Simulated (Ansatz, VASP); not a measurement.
# One calculation of SnW, two programs

```
Sn W
1.0
     3.33938    0.00000    0.00000
     0.00000    3.33938    0.00000
     0.00000    0.00000    3.33938
Sn W
1 1
Direct
  0.50000 0.50000 0.50000
  0.00000 0.00000 0.00000
```

Change from the starting cell: species swapped into the CaTl type (Pm-3m, No. 221).

Alike in both runs: task relaxation of cell and atoms; functional PBE; k mesh 16 × 16 × 16; occupations gaussian, width 0.1 eV; no spin polarisation.

|  | VASP | Ansatz |
| --- | --- | --- |
| version | VASP 6.6.1 | Ansatz 0.2.0 |
| potentials or method | VASP PAW PBE potentials, release 64 (Sn_d, W_sv), cutoff 600 eV | scalar-relativistic, plane waves, PAW |
| valence electrons in the cell | 28 | 28 |

|  | VASP | Ansatz | Ansatz less VASP |
| --- | --- | --- | --- |
| gap on the k mesh at the Fermi level, each at its own relaxed structure (eV) | none | none | - |
| relaxed volume (Å³/atom) | 18.49 | 18.48 | -0.015 |
| relaxed cell length with the largest relative difference (Å) | 3.332 | 3.331 | -0.0009 |

A gap of «none» marks a metal or a gap that the smearing closes.

Spin-orbit coupling is off throughout.
